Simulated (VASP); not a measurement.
Set up this calculation in VASP 6.6.1, as the native input.

| Item | Value |
| --- | --- |
| Task | single point |
| Functional | r2SCAN |
| Potentials or basis | VASP PAW PBE potentials, release 64 (Hf_pv, C) |
| Cutoff | 660 eV |
| k mesh | 8 × 8 × 8 |
| Occupations | gaussian, width 0.05 eV |
| Spin | no spin polarisation |
| Dipole correction | no |
| Further INCAR settings | ALGO = Normal; EDIFF = 1e-06; NBANDS = 14 |

HfC:

```
Hf C
1.0
     0.00000    2.30488    2.30488
     2.30488    0.00000    2.30488
     2.30488    2.30488    0.00000
Hf C
1 1
Direct
  0.50000 0.50000 0.50000
  0.00000 0.00000 0.00000
```

The input as run:

POSCAR

```
HfC
1.0
    0.0000000000      2.3048789199      2.3048789199
    2.3048789199      0.0000000000      2.3048789199
    2.3048789199      2.3048789199      0.0000000000
Hf C
1 1
Direct
    0.5000000000      0.5000000000      0.5000000000
    0.0000000000      0.0000000000      0.0000000000
```

INCAR.step1

```
PREC = Accurate ; ENCUT = 660
ISMEAR = 0 ; SIGMA = 0.05
LREAL = F ; LASPH = T
NELM = 120 ; NBANDS = 14
GGA = PE ; ALGO = Normal
EDIFF = 1E-5 ; LWAVE = T
LCHARG = F ; GGA_COMPAT = F
```

INCAR.step2

```
PREC = Accurate ; ENCUT = 660
EDIFF = 1E-6 ; ISMEAR = 0
SIGMA = 0.05 ; LREAL = F
LASPH = T ; NELM = 120
ALGO = Normal ; ISIF = 2
LWAVE = F ; LCHARG = F
METAGGA = R2SCAN ; LMIXTAU = T
NBANDS = 14 ; ISTART = 1
GGA_COMPAT = F
```

KPOINTS

```
Automatic mesh
0
Gamma
  8 8 8
```

Potentials or basis: VASP PAW PBE potentials, release 64 (Hf_pv, C).

Run with:

```bash
$ cat potpaw_PBE.64/Hf_pv/POTCAR potpaw_PBE.64/C/POTCAR > POTCAR
$ cp INCAR.step1 INCAR
$ mpirun -np 1 vasp_std > vasp.out
$ cp INCAR.step2 INCAR
$ mpirun -np 1 vasp_std > vasp.out
```

Results of the run:

The pressure is 4.0 GPa and the band gap on the k mesh is zero (bands 7 and 8 overlap by 1.39 eV).

Caveat: the cell stands under pressure; the PAW data sets were made with another functional, which shifts forces and pressure a little; spin-orbit coupling is left out, which moves the levels of the heavy elements.

Run time: 33 s on 1 thread of Intel(R) Xeon(R) 6975P-C (Granite Rapids), with other jobs on the host, peak memory 0.17 GiB.
